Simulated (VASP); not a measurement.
**NiO: elastic constants with PBEsol+U**

Crystal: NiO.

```
Ni O
1.0
     0.00000    2.02872    2.02872
     2.02872    0.00000    2.02872
     2.02872    2.02872    0.00000
Ni O
1 1
Direct
  0.00000 0.00000 0.00000
  0.50000 0.50000 0.50000
```

```
Program                   : VASP 6.6.1
Task                      : elastic constants
Functional                : PBEsol
Potentials or basis       : VASP PAW PBE potentials, release 64 (Ni, O)
Cutoff                    : 600 eV
k mesh                    : 9 × 9 × 9
Occupations               : gaussian, width 0.1 eV
Spin                      : collinear spin, ferromagnetic start
Starting moments          : [1.0, 0.0] μB
Hubbard terms             : Ni d U = 2.0 eV
Dipole correction         : no
Ions in elastic constants : relaxed
Further INCAR settings    : ALGO = Normal; EDIFF = 1e-08; IBRION = 6; POTIM = 0.015; NSW = 1; ISIF = 3
```

```
Net moment                                              : 1.97 μB per cell
Site moments                                            : Ni +1.64; O +0.30 μB
Valence electrons inside the program's atomic spheres   : Ni 9.17; O 5.03
Elastic constants C11, C12, C44                         : 475, 157, 67 GPa
Voigt bulk modulus                                      : 263 GPa
Highest phonon frequency at Γ, LO-TO splitting left out : 311 cm⁻¹
```

Phonon frequencies in cm⁻¹ (negative: imaginary):
```
              q point        frequencies
(0.000, 0.000, 0.000)  0 0 0 311 311 311
```

Elastic tensor in Voigt notation (GPa, in the Cartesian axes of the cell as first typed):
```
475 157 157   0   0   0
157 475 157   0   0   0
157 157 475   0   0   0
  0   0   0  67   0   0
  0   0   0   0  67   0
  0   0   0   0   0  67
```

Eigenvalues of the final occupation matrices:
```csv
site,spin,trace,eigenvalues
site 1 d,1,4.97,0.97 0.97 0.97 1.03 1.03
site 1 d,2,3.36,0.23 0.23 0.97 0.97 0.97
```

Clamped-ion elastic tensor (GPa):
```
475 157 157   0   0   0
157 475 157   0   0   0
157 157 475   0   0   0
  0   0   0  67   0   0
  0   0   0   0  67   0
  0   0   0   0   0  67
```

Wall time 5.2 min on 1 thread of Intel(R) Xeon(R) 6975P-C (Granite Rapids) (shared host), peak memory 0.29 GiB.

Caveat: the cell is under stress, which shifts elastic constants; the PAW data sets were made with another functional, which shifts forces and pressure a little; a cell with one magnetic atom can't hold antiferromagnetic order, which such compounds often take. The state reached can hang on the start; a lower one may exist.
